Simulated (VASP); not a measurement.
# AlAg12H3C in VASP: single point with PBE+D3(BJ)

Aim: the single point of AlAg12H3C with PBE+D3(BJ).

Program: VASP 6.6.1. These are calculated values, not measurements. Logs are shortened: lines on timing, memory, paths and dates and some standing lists are left out, and cuts for length are marked.

**1. The cell of the first run**

The cell holds a slab with vacuum, 17 atoms: a = 5.761 Å, b = 5.761 Å, c = 26.033 Å, α = 90.00°, β = 90.00°, γ = 120.00°.

**2. Single point, PBE+D3(BJ)**

Contents of INCAR:

```
SYSTEM = AlAg12H3C
  PREC = Accurate
  ENCUT = 520
  EDIFF = 1E-6
  ISMEAR = 0
  SIGMA = 0.1
  LREAL = Auto
  LASPH = .True.
  NELM = 60
  ALGO = Normal
  ISIF = 2
  LWAVE = .False.
  LCHARG = .True.
  LDIPOL = .True.
  IDIPOL = 3
  DIPOL = 0.5 0.5 0.487
  GGA = PE
  IVDW = 12
  LELF = .True.
  LVHAR = .True.
  LVACPOTAV = .True.
  NBANDS = 85
```

Contents of KPOINTS:

```
Automatic mesh
0
Gamma
  6 6 1
  0 0 0
```

Contents of POSCAR:

```
AlAg12H3C
1.0
    5.7606628207      0.0000000000      0.0000000000
   -2.8803314104      4.9888803454      0.0000000000
    0.0000000000      0.0000000000     26.0332614970
Ag Al C H
12 1 1 3
Direct
    0.3333333333      0.1666666667      0.3265053824
    0.3333333333      0.6666666667      0.3265053824
    0.8333333333      0.1666666667      0.3265053824
    0.8333333333      0.6666666667      0.3265053824
    0.6705389555      0.3411290149      0.4155592123
    0.6705900594      0.8294610445      0.4155592123
    0.1666666667      0.3333333333      0.4223635672
    0.1588709851      0.8294099406      0.4155592123
   -0.0005913557      0.5005005796      0.5156428792
   -0.0005005796     -0.0010919353      0.5156428792
    0.5010919353      0.5005913557      0.5156428792
    0.5000000000      0.0000000000      0.4959865998
    0.5000000000      0.0000000000      0.5847894409
    0.5000000000      0.0000000000      0.6600420467
    0.6870232099      0.1689627911      0.6748628569
    0.3310372089      0.0180604188      0.6748628569
    0.4819395812     -0.1870232099      0.6748628569
```

Potentials or basis: VASP PAW PBE potentials, release 64 (Ag, Al, C, H).

The run is started by

```sh
> cat potpaw_PBE.64/Ag/POTCAR potpaw_PBE.64/Al/POTCAR potpaw_PBE.64/C/POTCAR potpaw_PBE.64/H/POTCAR > POTCAR
> mpirun -np 1 vasp_std > vasp.out
```

OUTCAR:

```text
SYSTEM = AlAg12H3C
   PREC = Accurate
   ENCUT = 520
   EDIFF = 1E-6
   ISMEAR = 0
   LREAL = Auto
   LASPH = .True.
   NELM = 60
   ISIF = 2
   GGA = PE
   IVDW = 12
 IVDW          = 12

 ion  position               nearest neighbor table
   1  0.333  0.167  0.327-   5 2.86   8 2.86   3 2.88   3 2.88   4 2.88   4 2.88   2 2.88   2 2.88
                             7 3.00
   2  0.333  0.667  0.327-   8 2.86   6 2.86   4 2.88   4 2.88   3 2.88   3 2.88   1 2.88   1 2.88
                             7 3.00
   3  0.833  0.167  0.327-   6 2.86   5 2.86   1 2.88   1 2.88   2 2.88   2 2.88   4 2.88   4 2.88
                             7 3.00
   4  0.833  0.667  0.327-   6 2.83   8 2.83   5 2.83   2 2.88   2 2.88   1 2.88   1 2.88   3 2.88
                             3 2.88
   5  0.671  0.341  0.416-  12 2.70   8 2.81   6 2.81   4 2.83   1 2.86   3 2.86   7 2.89   7 2.89
                             8 2.95   6 2.95   9 3.08  11 3.08
   6  0.671  0.829  0.416-  12 2.70   8 2.81   5 2.81   4 2.83   3 2.86   2 2.86   7 2.89   7 2.89
                             8 2.95   5 2.95  11 3.08  10 3.08
   7  0.167  0.333  0.422-   5 2.89   6 2.89   8 2.89   8 2.89   6 2.89   5 2.89  11 2.95  10 2.95
                             9 2.95   1 3.00   3 3.00   2 3.00
   8  0.159  0.829  0.416-  12 2.70   6 2.81   5 2.81   4 2.83   2 2.86   1 2.86   7 2.89   7 2.89
                             6 2.95   5 2.95  10 3.08   9 3.08
   9  0.999  0.501  0.516-  11 2.87  10 2.87  11 2.89  10 2.89  12 2.93  12 2.93   7 2.95   5 3.08
                             8 3.08  13 3.40  13 3.40
  10  0.999  0.999  0.516-  11 2.87   9 2.87  11 2.89   9 2.89  12 2.93  12 2.93   7 2.95   8 3.08
                             6 3.08  13 3.40  13 3.40
  11  0.501  0.501  0.516-   9 2.87  10 2.87   9 2.89  10 2.89  12 2.93  12 2.93   7 2.95   6 3.08
                             5 3.08  13 3.40  13 3.40
  12  0.500  0.000  0.496-  13 2.31   8 2.70   6 2.70   5 2.70  10 2.93   9 2.93  11 2.93  10 2.93
                             9 2.93  11 2.93
  13  0.500  0.000  0.585-  14 1.96  12 2.31  10 3.40   9 3.40  11 3.40  10 3.40   9 3.40  11 3.40

  14  0.500  0.000  0.660-  15 1.10  16 1.10  17 1.10  13 1.96
  15  0.687  0.169  0.675-  14 1.10
  16  0.331  0.018  0.675-  14 1.10
  17  0.482  0.813  0.675-  14 1.10

  LATTYP: Found a hexagonal cell.
 ALAT       =     5.7606628207
 C/A-ratio  =     4.5191434228

  Lattice vectors:

 A1 = (   5.7606628207,   0.0000000000,   0.0000000000)
 A2 = (  -2.8803314104,   4.9888803454,   0.0000000000)
 A3 = (   0.0000000000,   0.0000000000,  26.0332614970)

Analysis of symmetry for initial positions (statically):
=====================================================================
 Subroutine PRICEL returns:
 Original cell was already a primitive cell.

 Routine SETGRP: Setting up the symmetry group for a
 hexagonal supercell.

 Subroutine GETGRP returns: Found  3 space group operations
 (whereof  1 operations were pure point group operations)
[... 150 lines left out ...]
     AMIX     =   0.40;   BMIX     =  1.00
     AMIX_MAG =   1.60;   BMIX_MAG =  1.00
  volume/ion in A,a.u.               =      44.01       297.00
  Fermi-wavevector in a.u.,A,eV,Ry     =   0.940812  1.777877 12.042890  0.885127
  Thomas-Fermi vector in A             =   2.068261
   LORBIT       =      0    0 simple, 1 ext, 2 COOP (PROOUT), +10 PAW based schemes
   GGA     = PE    functional components
   LHFCALC =     F    Hartree Fock is set to
   AEXX    =    0.0000 exact exchange contribution
   IVDW    =    12    specifies the selected vdW correction
   LEPSILON=     F    determine dielectric tensor
   LRPA    =     F    only Hartree local field effects (RPA)
 non-spin polarized calculation
 Gauss-broadening in eV      SIGMA  =   0.10
  energy-cutoff  :      520.00
  volume of cell :      748.18
 maximum number of plane-waves:     20197
 NGX is ok and might be reduce to    48
   NGX = 21   NGY = 21   NGZ = 97

 dipolmoment           0.000000      0.000000      0.324144 electrons x Angstroem

 number of electron     141.9999985 magnetization

 dipolmoment           0.000000      0.000000     -0.126228 electrons x Angstroem

 Free energy of the ion-electron system (eV)
  ---------------------------------------------------
  ext. energy  EPLUGINS =         0.00000000
  ---------------------------------------------------
  free energy    TOTEN  =       -53.12393274 eV

  energy without entropy =      -53.09991883  energy(sigma->0) =      -53.11192578

 E-fermi :  -0.0719     XC(G=0):  -4.6596

 val. band max:       -0.1416108277   @ k =   0.0000   0.0000   0.0000
 cond. band min:      -0.0588539624   @ k =   0.1667   0.0000   0.0000
 fundamental gap:      0.0827568654
 Fermi energy:        -0.0719288677

 k-point     1 :       0.0000    0.0000    0.0000
  band No.  band energies     occupation
      1     -13.3017      2.00000
      2      -7.4173      2.00000
      3      -6.6139      2.00000
      4      -6.4496      2.00000
      5      -6.3131      2.00000
      6      -6.3131      2.00000
[... 677 lines left out ...]
     82       4.1530      0.00000
     83       4.3164      0.00000
 [bands above 83 left out]

------------------------ aborting loop because EDIFF is reached ----------------------------------------

 Edisp (eV)   -5.35954

 E8    (eV) :    -2.4121

  FORCE on cell =-STRESS in cart. coord.  units (eV):
  Direction    XX          YY          ZZ          XY          YZ          ZX
  --------------------------------------------------------------------------------------
  -------------------------------------------------------------------------------------
  Total      -4.25228    -4.25228    -0.21776    -0.00000     0.00000    -0.00000
  in kB      -9.10601    -9.10601    -0.46633    -0.00000     0.00000    -0.00000
  external pressure =       -6.23 kB  Pullay stress =        0.00 kB

 VOLUME and BASIS-vectors are now :
 -----------------------------------------------------------------------------
  energy-cutoff  :      520.00
  volume of cell :      748.18
      direct lattice vectors                 reciprocal lattice vectors
     5.760662821  0.000000000  0.000000000     0.173591135  0.100222889  0.000000000
    -2.880331410  4.988880345  0.000000000     0.000000000  0.200445778  0.000000000
     0.000000000  0.000000000 26.033261497     0.000000000  0.000000000  0.038412398

 POSITION                                       TOTAL-FORCE (eV/Angst)
 -----------------------------------------------------------------------------------
      1.44017      0.83148      8.50000        -0.060930      0.035256      0.052637
     -0.00000      3.32592      8.50000        -0.000068     -0.070395      0.052637
      4.32050      0.83148      8.50000         0.060998      0.035139      0.052637
      2.88033      3.32592      8.50000         0.000000      0.000000     -0.147679
      2.88018      1.70185     10.81836        -0.000025      0.001351      0.013321
      1.47392      4.13808     10.81836         0.001183     -0.000654      0.013321
[... 9 lines left out ...]
      1.85497      0.09010     17.56888        -0.024401      0.002116      0.009091
      0.43465      4.05584     17.56888         0.010368     -0.022190      0.009091
 -----------------------------------------------------------------------------------
    total drift:                               -0.000000      0.000000      0.015272

  FREE ENERGIE OF THE ION-ELECTRON SYSTEM (eV)
  ---------------------------------------------------
  free  energy   TOTEN  =       -58.4834721944 eV

  energy  without entropy=      -58.4594582839  energy(sigma->0) =      -58.47146524

 vacuum level on the upper side and lower side of the slab         3.488         4.282
```

stdout:

```text
POSCAR found type information on POSCAR AgAlC H
 POSCAR found :  4 types and      17 ions
 scaLAPACK will be used
 LDA part: xc-table for (Slater+PW92), standard interpolation
 POSCAR, INCAR and KPOINTS ok, starting setup
 FFT: planning ... GRIDC
 FFT: planning ... GRID_SOFT
 FFT: planning ... GRID
 WAVECAR not read
 entering main loop
 -----------------------------------------------------------------------------
|                                                                             |
|           W    W    AA    RRRRR   N    N  II  N    N   GGGG   !!!           |
|           W    W   A  A   R    R  NN   N  II  NN   N  G    G  !!!           |
|           W    W  A    A  R    R  N N  N  II  N N  N  G       !!!           |
|           W WW W  AAAAAA  RRRRR   N  N N  II  N  N N  G  GGG   !            |
|           WW  WW  A    A  R   R   N   NN  II  N   NN  G    G                |
|           W    W  A    A  R    R  N    N  II  N    N   GGGG   !!!           |
|                                                                             |
|     Did not find any points to average over, which means that no vacuum     |
|     field-free region was found. Please increase the size of  your cell     |
|     in the dimension of the dipole correction to obtain accurate            |
|     workfunction values.                                                    |
|                                                                             |
 -----------------------------------------------------------------------------
```

Wall time 31 min (1 thread of AMD EPYC 7R13 (Zen 3), shared host); peak memory 1 GiB.

What came out:

```
Free energy                : -58.4835 eV
Largest force              : 0.148 eV/Å
Band gap on the k mesh     : zero (bands 71 and 72 overlap by 0.55 eV)
Dispersion energy per atom : -0.315 eV
```

Forces on the atoms (eV/Å):
```
Ag  -0.061  0.035  0.053
Ag   0.000 -0.070  0.053
Ag   0.061  0.035  0.053
Ag   0.000  0.000 -0.148
Ag   0.000  0.001  0.013
Ag   0.001 -0.001  0.013
Ag   0.000  0.000  0.000
Ag  -0.001 -0.001  0.013
Ag  -0.003  0.002 -0.012
Ag  -0.001 -0.004 -0.012
Ag   0.003  0.001 -0.012
Ag   0.000  0.000 -0.043
Al   0.000  0.000  0.000
C    0.000  0.000  0.002
H    0.014  0.020  0.009
H   -0.024  0.002  0.009
H    0.010 -0.022  0.009
```

The gap in the log of VASP goes by the Fermi energy; the results here count the filled bands.